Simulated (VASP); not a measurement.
Input of a VASP 6.6.1 run:

Contents of INCAR:

```
PREC = Accurate
ENCUT = 520
EDIFF = 1E-6
ISMEAR = -1
SIGMA = 0.05
LREAL = False
LASPH = True
NELM = 100
ALGO = Normal
ISIF = 2
LWAVE = False
LCHARG = False
GGA = PE
NBANDS = 15
```

Contents of KPOINTS:

```
Automatic mesh
0
Gamma
  15 15 15
```

File POSCAR:

```
ZrC
1.0
    0.0000000000      2.3502100000      2.4207163000
    2.3502100000      0.0000000000      2.4207163000
    2.3502100000      2.3502100000      0.0000000000
Zr C
1 1
Direct
    0.5000000000      0.5000000000      0.5000000000
    0.0000000000      0.0000000000      0.0000000000
```

Potentials or basis: VASP PAW PBE potentials, release 64 (Zr_sv, C).

Command:

```sh
$ cat potpaw_PBE.64/Zr_sv/POTCAR potpaw_PBE.64/C/POTCAR > POTCAR
$ mpirun -np 1 vasp_std > vasp.out
```

(1) Estimate the pressure.

(2) What does it give for the band gap on the k mesh?

Answers

(1) -4.6 GPa.

(2) zero (bands 8 and 9 overlap by 1.37 eV).

Caveat: the cell differs from its parent crystal (zz strain of +3 %); the cell stands under tension.
